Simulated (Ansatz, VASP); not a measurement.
Si in VASP and in Ansatz

```
Si
1.0
     0.00000    2.71500    2.71500
     2.71500    0.00000    2.71500
     2.71500    2.71500    0.00000
Si
2
Direct
  0.12132 0.12868 0.12868
  0.87868 0.87132 0.87132
```

Alike in both runs: task single point; functional PBE; k mesh 4 × 4 × 4; no spin polarisation.

|  | VASP | Ansatz |
| --- | --- | --- |
| version | VASP 6.6.1 | Ansatz 0.2 development build |
| potentials or method | VASP PAW PBE potentials, release 64 (Si), cutoff 500 eV | all-electron full-potential LAPW, scalar-relativistic |
| occupations | gaussian, width 0.01 eV | fixed |

Ansatz gave:

| Item | Value |
| --- | --- |
| gap on the k mesh at the Fermi level (eV) | 0.40 |
| pressure (GPa) | 2.7 |
| traceless stress, the component that is largest in VASP (GPa) | -1.55 |
| rms of the force components (eV/Å) | 0.325 |

Problem. Estimate VASP's values.

Solution. gap on the k mesh at the Fermi level (eV): 0.40; pressure (GPa): 2.7; traceless stress, the component that is largest in VASP (GPa): -1.54; rms of the force components (eV/Å): 0.325.

Atom by atom the forces differ by 0.001 eV/Å (rms over components). Ansatz ran all-electron here, and VASP with PAW potentials.

The k mesh is coarse, so the values compare programs but aren't converged.
